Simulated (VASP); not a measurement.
Write the native input for VASP 6.6.1 that does the following.

| Quantity | Value |
| --- | --- |
| Task | single point |
| Functional | PBE-based screened hybrid with 5 % exact exchange |
| Potentials or basis | VASP PAW PBE potentials, release 64 (Hf_pv, C) |
| Cutoff | 520 eV |
| k mesh | 5 × 5 × 3 |
| Occupations | fermi-dirac, width 0.05 eV |
| Spin | no spin polarisation |
| Dipole correction | no |
| Grid for exact exchange (PRECFOCK) | Normal |
| Share of exact exchange | 0.05 |
| Further INCAR settings | ALGO = Normal; EDIFF = 1e-06; NBANDS = 22 |
| Screening parameter | 0.2 1/Å |

HfC:

```
Hf C
1.0
     3.34287    0.00000    0.00000
    -1.67143    2.89501    0.00000
     0.00000    0.00000    5.20271
Hf C
2 2
Cartesian
  0.0000 1.9300 1.3007
  1.6714 0.9650 3.9020
  0.0000 0.0000 2.6014
  0.0000 0.0000 0.0000
```

The input as run:

POSCAR

```
HfC
1.0
    3.3428660531      0.0000000000      0.0000000000
   -1.6714330265      2.8950069234      0.0000000000
    0.0000000000      0.0000000000      5.2027140000
Hf C
2 2
Direct
    0.3333333333      0.6666666667      0.2500000000
    0.6666666667      0.3333333333      0.7500000000
    0.0000000000      0.0000000000      0.5000000000
    0.0000000000      0.0000000000      0.0000000000
```

INCAR.step1

```
ALGO = Normal ; EDIFF = 1E-5
ENCUT = 520 ; GGA = PE
ISIF = 2 ; ISMEAR = -1
LASPH = T ; LREAL = F
LWAVE = T ; NBANDS = 22
NELM = 60 ; PREC = Accurate
SIGMA = 0.05
```

INCAR.step2

```
AEXX = 0.05 ; ALGO = Normal
EDIFF = 1E-6 ; ENCUT = 520
GGA = PE ; HFSCREEN = 0.2
ISIF = 2 ; ISMEAR = -1
ISTART = 1 ; LASPH = T
LCHARG = T ; LELF = T
LHFCALC = T ; LREAL = F
LVHAR = T ; LWAVE = F
NBANDS = 22 ; NELM = 60
PREC = Accurate ; PRECFOCK = Normal
SIGMA = 0.05
```

KPOINTS

```
k-points
0
Gamma
  5 5 3
```

Potentials or basis: VASP PAW PBE potentials, release 64 (Hf_pv, C).

Run with:

```console
$ cat potpaw_PBE.64/Hf_pv/POTCAR potpaw_PBE.64/C/POTCAR > POTCAR
$ cp INCAR.step1 INCAR
$ mpirun -np 1 vasp_std > vasp.out
$ cp INCAR.step2 INCAR
$ mpirun -np 1 vasp_std > vasp.out
```

It gave:

| Item | Value |
| --- | --- |
| Pressure | -2.4 GPa |
| Band gap on the k mesh | zero (bands 14 and 15 overlap by 1.08 eV) |

Caveat: the k points lie up to 0.43 Å⁻¹ apart, too coarse for converged energies and pressures of a metal; the PAW data sets were made with another functional, which shifts forces and pressure a little; spin-orbit coupling is left out, which moves the levels of the heavy elements.

It took 33 min on 1 thread of Intel Xeon 8259CL, with other jobs on the host, peak memory 0.29 GiB.
